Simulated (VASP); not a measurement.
A run of VASP 6.6.1 is set up as follows.

Contents of INCAR:

```
SYSTEM = NbAu
  PREC = Accurate
  ENCUT = 600
  EDIFF = 1E-7
  ISMEAR = 0
  SIGMA = 0.1
  LREAL = .FALSE.
  LASPH = .TRUE.
  NELM = 80
  ALGO = Fast
  ISIF = 3
  LWAVE = .FALSE.
  LCHARG = .FALSE.
  GGA = PE
  IBRION = 2
  NSW = 100
  EDIFFG = -0.01
```

The input KPOINTS:

```
regular mesh
0
G
  12 12 8
  0 0 0
```

Contents of POSCAR:

```
NbAu
1.0
    5.5804632903      0.0000000000      0.0000000000
   -2.7902316452      4.8328229743      0.0000000000
    0.0000000000      0.0000000000      4.8065433472
Nb Au
3 3
Direct
    0.5000000000      0.0000000000      0.0000000000
    0.5000000000      0.5000000000      0.0000000000
    0.0000000000      0.5000000000      0.0000000000
    0.0000000000      0.0000000000      0.0000000000
    0.3333333333      0.6666666667      0.5000000000
    0.6666666667      0.3333333333      0.5000000000
```

Potentials or basis: VASP PAW PBE potentials, release 64 (Nb_sv, Au).

Run with:

```bash
$ cat potpaw_PBE.64/Nb_sv/POTCAR potpaw_PBE.64/Au/POTCAR > POTCAR
$ mpirun -np 1 vasp_std > vasp.out
```

Predict the band gap on the k mesh.

zero (bands 36 and 37 overlap by 1.19 eV).

Estimate the relaxed cell.

a = 5.579 Å, b = 5.579 Å, c = 4.798 Å, α = 90.00°, β = 90.00°, γ = 120.00°.

Predict the space group after relaxing (to 0.1 Å).

P6/mmm (No. 191).

The path:
| step | energy change (eV) | largest force (eV/Å) | pressure (GPa) | volume (Å³) |
| --- | --- | --- | --- | --- |
| 1 | 0.0000 | 0.0000 | -0.27 | 129.63 |
| 2 | 0.0001 | 0.0000 | 0.37 | 128.94 |
| 3 | -0.0003 | 0.0000 | 0.04 | 129.30 |
| 4 | -0.0003 | 0.0000 | 0.02 | 129.31 |
| 5 | -0.0004 | 0.0000 | 0.00 | 129.33 |

Caveat: spin-orbit coupling is left out, which moves the levels of the heavy elements.
